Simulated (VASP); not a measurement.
# BaTiO3 (C2/m) in VASP: notebook

Runs on BaTiO3. Level: PBEsol. Tasks: single point.

All numbers are computed with VASP 6.6.1; they aren't measurements. Logs are shortened: lines on timing, memory, paths and dates and some standing lists are left out, and cuts for length are marked.

## 1. The cell of the first run

The structure is monoclinic, space group C2/m (No. 12). The conventional cell has a = 5.573 Å, b = 5.741 Å, c = 4.019 Å, α = 90.00°, β = 92.45°, γ = 90.00°. Within 3.7 Å of Ba (site symmetry 2/m) lie 12 O at 2.79 to 2.88 Å and 8 Ti at 3.37 to 3.50 Å. Ti (site symmetry 2/m) has 6 O at 2.00 to 2.01 Å within 2.7 Å. O (site symmetry 2/m) has 2 Ti at 2.01 Å and 4 Ba at 2.79 to 2.87 Å and 8 O at 2.79 to 2.88 Å within 2.9 Å. O (site symmetry -1) has 2 Ti at 2.00 Å and 8 O at 2.79 to 2.88 Å and 4 Ba at 2.79 to 2.88 Å within 2.9 Å.

## 2. Single point, PBEsol (equal xy, yz and zx shear strains of -3 %)

The input, INCAR:

```
SYSTEM = BaTiO3
  PREC = Accurate
  ENCUT = 520
  EDIFF = 1E-7
  ISMEAR = -1
  SIGMA = 0.03
  LREAL = .False.
  LASPH = .True.
  NELM = 80
  ALGO = Normal
  ISIF = 2
  LWAVE = .False.
  LCHARG = .True.
  GGA = PS
  LELF = .True.
  LVHAR = .True.
  NBANDS = 28
```

The input, KPOINTS:

```
regular mesh
0
Gamma
  7 7 7
  0 0 0
```

The input, POSCAR:

```
BaTiO3
1.0
    3.9998000000     -0.0599970000     -0.0599970000
   -0.0599970000      3.9998000000     -0.0599970000
   -0.0602700000     -0.0602700000      4.0180000000
Ba Ti O
1 1 3
Direct
    0.0000000000      0.0000000000      0.0000000000
    0.5000000000      0.5000000000      0.5000000000
    0.5000000000      0.5000000000      0.0000000000
    0.5000000000      0.0000000000      0.5000000000
    0.0000000000      0.5000000000      0.5000000000
```

Potentials or basis: VASP PAW PBE potentials, release 64 (Ba_sv, Ti_sv, O).

Run with:

```sh
$ cat potpaw_PBE.64/Ba_sv/POTCAR potpaw_PBE.64/Ti_sv/POTCAR potpaw_PBE.64/O/POTCAR > POTCAR
$ mpirun -np 1 vasp_std > vasp.out
```

OUTCAR:

```text
SYSTEM = BaTiO3
   PREC = Accurate
   ENCUT = 520
   EDIFF = 1E-7
   ISMEAR = -1
   LREAL = .False.
   LASPH = .True.
   NELM = 80
   ISIF = 2
   GGA = PS

 ion  position               nearest neighbor table
   1  0.000  0.000  0.000-   3 2.79   3 2.79   5 2.79   5 2.79   4 2.79   4 2.79   3 2.87   3 2.87
                             4 2.88   4 2.88   5 2.88   5 2.88   2 3.37   2 3.37   2 3.50   2 3.50
   2  0.500  0.500  0.500-   4 2.00   5 2.00   4 2.00   5 2.00   3 2.01   3 2.01   1 3.37   1 3.37
                             1 3.50   1 3.50   1 3.50   1 3.50   1 3.50   1 3.50
   3  0.500  0.500  0.000-   2 2.01   2 2.01   1 2.79   1 2.79   1 2.87   1 2.87
   4  0.500  0.000  0.500-   2 2.00   2 2.00   1 2.79   1 2.79   1 2.88   1 2.88
   5  0.000  0.500  0.500-   2 2.00   2 2.00   1 2.79   1 2.79   1 2.88   1 2.88

  LATTYP: Found a base centered monoclinic cell.
 ALAT       =     5.5730147961
 B/A-ratio  =     1.0302179678
 C/A-ratio  =     1.2076462749
 COS(beta)  =    -0.8025412022

  Lattice vectors:

 A1 = (  -3.9998000000,   0.0599970000,   0.0599970000)
 A2 = (   0.0599970000,  -3.9998000000,   0.0599970000)
 A3 = (   3.8795330000,   3.8795330000,   3.8980060000)

Analysis of symmetry for initial positions (statically):
=====================================================================
 Subroutine PRICEL returns:
 Original cell was already a primitive cell.

 Routine SETGRP: Setting up the symmetry group for a
 base centered monoclinic supercell.

 Subroutine GETGRP returns: Found  4 space group operations
 (whereof  4 operations were pure point group operations)
 out of a pool of  4 trial point group operations.

The static configuration has the point symmetry C_2h.

Analysis of symmetry for dynamics (positions and initial velocities):
=====================================================================
 Subroutine PRICEL returns:
 Original cell was already a primitive cell.

 Routine SETGRP: Setting up the symmetry group for a
 base centered monoclinic supercell.

 Subroutine GETGRP returns: Found  4 space group operations
 (whereof  4 operations were pure point group operations)
 out of a pool of  4 trial point group operations.

The dynamic configuration has the point symmetry C_2h.

 Subroutine INISYM returns: Found  4 space group operations
 (whereof  4 operations are pure point group operations),
 and found     1 'primitive' translations

----------------------------------------------------------------------------------------

                                     Primitive cell

  volume of cell :      64.2377

  direct lattice vectors                    reciprocal lattice vectors
     3.999800000 -0.059997000 -0.059997000     0.250126772  0.003809037  0.003809037
    -0.059997000  3.999800000 -0.059997000     0.003809037  0.250126772  0.003809037
    -0.060270000 -0.060270000  4.018000000     0.003791784  0.003791784  0.248993793

  length of vectors
     4.000699854  4.000699854  4.018903948     0.250184771  0.250184771  0.249051530

  position of ions in fractional coordinates (direct lattice)
     0.000000000  0.000000000  0.000000000
     0.500000000  0.500000000  0.500000000
     0.500000000  0.500000000  0.000000000
     0.500000000  0.000000000  0.500000000
     0.000000000  0.500000000  0.500000000

  ion indices of the primitive-cell ions
   primitive index   ion index
                 1           1
                 2           2
                 3           3
                 4           4
                 5           5

----------------------------------------------------------------------------------------

 KPOINTS: regular mesh

Automatic generation of k-mesh.
 Grid dimensions read from file:
 generate k-points for:    7    7    7

 Generating k-lattice:

  Cartesian coordinates                     Fractional coordinates (reciprocal lattice)
     0.035732396  0.000544148  0.000544148     0.142857143  0.000000000  0.000000000
     0.000544148  0.035732396  0.000544148     0.000000000  0.142857143  0.000000000
     0.000541683  0.000541683  0.035570542     0.000000000  0.000000000  0.142857143

  Length of vectors
     0.035740682  0.035740682  0.035578790

  Shift w.r.t. Gamma in fractional coordinates (k-lattice)
     0.000000000  0.000000000  0.000000000

 Subroutine IBZKPT returns following result:
 ===========================================

 Found    100 irreducible k-points:

 Following reciprocal coordinates:
            Coordinates               Weight
  0.000000  0.000000  0.000000      1.000000
  0.142857 -0.000000  0.000000      4.000000
  0.285714 -0.000000  0.000000      4.000000
  0.428571 -0.000000  0.000000      4.000000
  0.142857  0.142857  0.000000      2.000000
  0.285714  0.142857  0.000000      4.000000
[... 16 lines left out ...]
 -0.142857  0.000000  0.142857      4.000000
  0.142857  0.142857  0.142857      2.000000
 [... further k-points ...]
   k-points           NKPTS =    100   k-points in BZ     NKDIM =    100   number of bands    NBANDS=     28
   number of dos      NEDOS =    301   number of ions     NIONS =      5
   total plane-waves  NPLWV =  27000
   dimension x,y,z NGX =    30 NGY =   30 NGZ =   30
   dimension x,y,z NGXF=    60 NGYF=   60 NGZF=   60
   ions per type =               1   1   3
   NGX,Y,Z   is equivalent  to a cutoff of  12.47, 12.47, 12.41 a.u.
   NGXF,Y,Z  is equivalent  to a cutoff of  24.93, 24.93, 24.82 a.u.
 SYSTEM =  BaTiO3
   PREC   = accura    normal or accurate (medium, high low for compatibility)
   ISTART =      0    job   : 0-new  1-cont  2-samecut
   ICHARG =      2    charge: 1-file 2-atom 10-const
   ISPIN  =      1    spin polarized calculation?
   LNONCOLLINEAR =      F non collinear calculations
   LSORBIT =      F    spin-orbit coupling
   LASPH  =      T    aspherical Exc in radial PAW
   ENCUT  =  520.0 eV  38.22 Ry    6.18 a.u.   7.44  7.44  7.47*2*pi/ulx,y,z
   NELM   =     80;   NELMIN=  2; NELMDL= -5     # of ELM steps
   EDIFF  = 0.1E-06   stopping-criterion for ELM
   LREAL  =      F    real-space projection
   EDIFFG = 0.1E-05   stopping-criterion for IOM
   NSW    =      0    number of steps for IOM
   IBRION =     -1    ionic relax: 0-MD 1-quasi-New 2-CG
   NFREE  =      0    steps in history (QN), initial steepest desc. (CG)
   ISIF   =      2    stress and relaxation
   ISYM   =      2    0-nonsym 1-usesym 2-fastsym
   POTIM  = 0.5000    time-step for ionic-motion
   TEBEG  =    0.0;   TEEND  =   0.0 temperature during run
   PSTRESS=    0.0 pullay stress
   NELECT =      40.0000    total number of electrons
   NUPDOWN=      -1.0000    fix difference up-down
   EMIN   =  10.00;   EMAX   =-10.00  energy-range for DOS
   EFERMI =   0.00;   METHOD = LEGACY
   ISMEAR =    -1;   SIGMA  =   0.03  broadening in eV -4-tet -1-fermi 0-gaus
   EFERMI_NEDOS =   21; number of points for ismear=-14 and -15
   IALGO  =     38    algorithm
   IMIX   =      4    mixing-type and parameters
     AMIX     =   0.40;   BMIX     =  1.00
     AMIX_MAG =   1.60;   BMIX_MAG =  1.00
  volume/ion in A,a.u.               =      12.85        86.70
  Fermi-wavevector in a.u.,A,eV,Ry     =   1.397971  2.641782 26.590165  1.954322
  Thomas-Fermi vector in A             =   2.521175
   LORBIT       =      0    0 simple, 1 ext, 2 COOP (PROOUT), +10 PAW based schemes
   GGA     = PS    functional components
   LHFCALC =     F    Hartree Fock is set to
   AEXX    =    0.0000 exact exchange contribution
   IVDW    =     0    specifies the selected vdW correction
   LEPSILON=     F    determine dielectric tensor
   LRPA    =     F    only Hartree local field effects (RPA)
 non-spin polarized calculation
  energy-cutoff  :      520.00
  volume of cell :       64.24
 maximum number of plane-waves:      1750
 NGX is ok and might be reduce to    30
   NGX = 15   NGY = 15   NGZ = 15

 number of electron      39.9999965 magnetization

 Free energy of the ion-electron system (eV)
  ---------------------------------------------------
  ext. energy  EPLUGINS =         0.00000000
  ---------------------------------------------------
  free energy    TOTEN  =       -41.90587959 eV

  energy without entropy =      -41.90587959  energy(sigma->0) =      -41.90587959

 E-fermi :   4.3558     XC(G=0): -11.5071

 val. band max:        3.6987216395   @ k =   0.0000   0.0000   0.0000
 cond. band min:       5.2532119681   @ k =   0.0000   0.0000   0.0000
 fundamental gap:      1.5544903286
 Fermi energy:         4.3557744773

 k-point     1 :       0.0000    0.0000    0.0000
  band No.  band energies     occupation
      1     -52.7063      2.00000
      2     -29.0550      2.00000
      3     -29.0166      2.00000
      4     -29.0149      2.00000
      5     -21.0872      2.00000
      6     -13.1337      2.00000
[... 20 lines left out ...]
     27       8.6274      0.00000
     28      10.8005      0.00000

 k-point     2 :       0.1429   -0.0000    0.0000
  band No.  band energies     occupation
      1     -52.7061      2.00000
      2     -29.0588      2.00000
      3     -29.0223      2.00000
      4     -29.0148      2.00000
      5     -21.0645      2.00000
      6     -13.1442      2.00000
[... 20 lines left out ...]
     27       9.0188      0.00000
     28      11.2845      0.00000

 k-point     3 :       0.2857   -0.0000    0.0000
  band No.  band energies     occupation
      1     -52.7057      2.00000
      2     -29.0725      2.00000
      3     -29.0305      2.00000
      4     -29.0140      2.00000
      5     -21.0126      2.00000
      6     -13.2354      2.00000
[... 20 lines left out ...]
     27      10.0121      0.00000
     28      11.9442      0.00000

 k-point     4 :       0.4286   -0.0000    0.0000
  band No.  band energies     occupation
      1     -52.7053      2.00000
      2     -29.0872      2.00000
      3     -29.0332      2.00000
      4     -29.0133      2.00000
      5     -20.9700      2.00000
      6     -13.3470      2.00000
[... 20 lines left out ...]
     27      10.9844      0.00000
     28      11.8405      0.00000

 k-point     5 :       0.1429    0.1429    0.0000
  band No.  band energies     occupation
      1     -52.7059      2.00000
      2     -29.0619      2.00000
      3     -29.0264      2.00000
      4     -29.0170      2.00000
      5     -21.0420      2.00000
      6     -13.1374      2.00000
[... 20 lines left out ...]
     27       9.4060      0.00000
     28      11.4862      0.00000

 k-point     6 :       0.2857    0.1429    0.0000
  band No.  band energies     occupation
      1     -52.7055      2.00000
      2     -29.0737      2.00000
      3     -29.0354      2.00000
      4     -29.0171      2.00000
      5     -20.9931      2.00000
      6     -13.1804      2.00000
[... 463 lines left out ...]
      5     -20.9564      2.00000
      6     -13.2523      2.00000
[... 20 lines left out ...]
     27      11.3387      0.00000
     28      12.1717      0.00000

 k-point    22 :      -0.2857   -0.0000    0.1429
  band No.  band energies     occupation
      1     -52.7055      2.00000
      2     -29.0729      2.00000
      3     -29.0346      2.00000
      4     -29.0180      2.00000
      5     -20.9971      2.00000
      6     -13.1659      2.00000
[... 20 lines left out ...]
     27      10.3515      0.00000
     28      12.2225      0.00000

 k-point    23 :      -0.1429    0.0000    0.1429
  band No.  band energies     occupation
      1     -52.7060      2.00000
      2     -29.0610      2.00000
      3     -29.0254      2.00000
      4     -29.0183      2.00000
      5     -21.0452      2.00000
      6     -13.1311      2.00000
[... 20 lines left out ...]
     27       9.3790      0.00000
     28      11.6156      0.00000

 k-point    24 :       0.1429    0.1429    0.1429
  band No.  band energies     occupation
      1     -52.7057      2.00000
      2     -29.0642      2.00000
      3     -29.0260      2.00000
      4     -29.0239      2.00000
      5     -21.0206      2.00000
      6     -13.1206      2.00000
[... 20 lines left out ...]
     27       9.7303      0.00000
     28      11.4068      0.00000

 [... further k-points ...]
[... 5 lines left out ...]
  --------------------------------------------------------------------------------------
  -------------------------------------------------------------------------------------
  Total       -0.8967243     -0.8967243     -1.2358582      1.5059125      1.5004724      1.5004724
  in kB      -22.3655312    -22.3655312    -30.8239950     37.5595175     37.4238357     37.4238362
  external PRESSURE =     -25.1850191 kB  Pullay stress =       0.0000000 kB

 VOLUME and BASIS-vectors are now :
 -----------------------------------------------------------------------------
  energy-cutoff  :      520.00
  volume of cell :       64.24
      direct lattice vectors                 reciprocal lattice vectors
     3.999800000 -0.059997000 -0.059997000     0.250126772  0.003809037  0.003809037
    -0.059997000  3.999800000 -0.059997000     0.003809037  0.250126772  0.003809037
    -0.060270000 -0.060270000  4.018000000     0.003791784  0.003791784  0.248993793

 POSITION                                       TOTAL-FORCE (eV/Angst)
 -----------------------------------------------------------------------------------
      0.00000      0.00000      0.00000         0.000000     -0.000000      0.000000
      1.93977      1.93977      1.94900         0.000000      0.000000      0.000000
      1.96990      1.96990     -0.06000        -0.000000      0.000000      0.000000
      1.96976     -0.06013      1.97900         0.000000     -0.000000      0.000000
     -0.06013      1.96976      1.97900         0.000000     -0.000000     -0.000000
 -----------------------------------------------------------------------------------
    total drift:                                0.000000      0.000000     -0.000000

  FREE ENERGIE OF THE ION-ELECTRON SYSTEM (eV)
  ---------------------------------------------------
  free  energy   TOTEN  =       -41.9058795861 eV

  energy  without entropy=      -41.9058795861  energy(sigma->0) =      -41.90587959
```

Run time: 81 s. Hardware: 1 thread of Intel Xeon 6975P-C (Granite Rapids), shared host; peak memory 0.3 GiB.

What came out:

| Item | Value |
| --- | --- |
| Free energy | -41.9059 eV |
| Pressure | -2.5 GPa |
| Band gap on the k mesh | 1.55 eV |

Levels at points of the mesh, in eV from the valence-band top:
```tsv
k point	band 17	band 18	band 19	band 20	band 21	band 22	band 23	band 24
(0.00, 0.00, 0.00)	-1.06	-0.24	-0.23	0.00	1.55	1.71	1.71	3.87
```

Caveat: the cell differs from its parent crystal (equal xy, yz and zx shear strains of -3 %); the PAW data sets were made with another functional, which shifts forces and pressure a little; spin-orbit coupling is left out, which moves the levels of the heavy elements.

## 3. Single point, PBEsol (equal xy, yz and zx shear strains of -1 %)

The input, INCAR:

```
ALGO = Normal
EDIFF = 1E-7
ENCUT = 520
GGA = PS
ISIF = 2
ISMEAR = -1
LASPH = T
LCHARG = T
LELF = T
LREAL = F
LVHAR = T
LWAVE = F
NBANDS = 28
NELM = 60
PREC = Accurate
SIGMA = 0.03
```

The input, KPOINTS:

```
k-points
0
Gamma
  7 7 7
```

POSCAR: that of step 2 with these lines changed.

```diff
@@ -2,5 +2,5 @@
 1.0
-    3.9998000000     -0.0599970000     -0.0599970000
-   -0.0599970000      3.9998000000     -0.0599970000
-   -0.0602700000     -0.0602700000      4.0180000000
+    3.9998000000     -0.0199990000     -0.0199990000
+   -0.0199990000      3.9998000000     -0.0199990000
+   -0.0200900000     -0.0200900000      4.0180000000
 Ba Ti O
```

Potentials or basis: VASP PAW PBE potentials, release 64 (Ba_sv, Ti_sv, O).

Run with:

```sh
$ cat potpaw_PBE.64/Ba_sv/POTCAR potpaw_PBE.64/Ti_sv/POTCAR potpaw_PBE.64/O/POTCAR > POTCAR
$ mpirun -np 1 vasp_std > vasp.out
```

Wall time 83 s (1 thread of Intel Xeon 6975P-C (Granite Rapids), shared host); peak memory 0.3 GiB.

Results (log left out):

```yaml
Free_energy: -41.9658 eV
Pressure: -2.8 GPa
Band_gap_on_the_k_mesh: 1.71 eV (least direct gap 1.75 eV)
```

Stress tensor (GPa, compression positive):
```
-2.47  1.24  1.24
 1.24 -2.47  1.24
 1.24  1.24 -3.32
```

Levels at points of the mesh, in eV from the valence-band top:
```
           k point  band 17  band 18  band 19  band 20  band 21  band 22  band 23  band 24
(0.00, 0.00, 0.00)    -1.03    -0.13    -0.12    -0.04     1.71     1.76     1.76     3.95
```

Caveat: the cell differs from its parent crystal (equal xy, yz and zx shear strains of -1 %); the PAW data sets were made with another functional, which shifts forces and pressure a little; spin-orbit coupling is left out, which moves the levels of the heavy elements. A k mesh can miss the band edges.
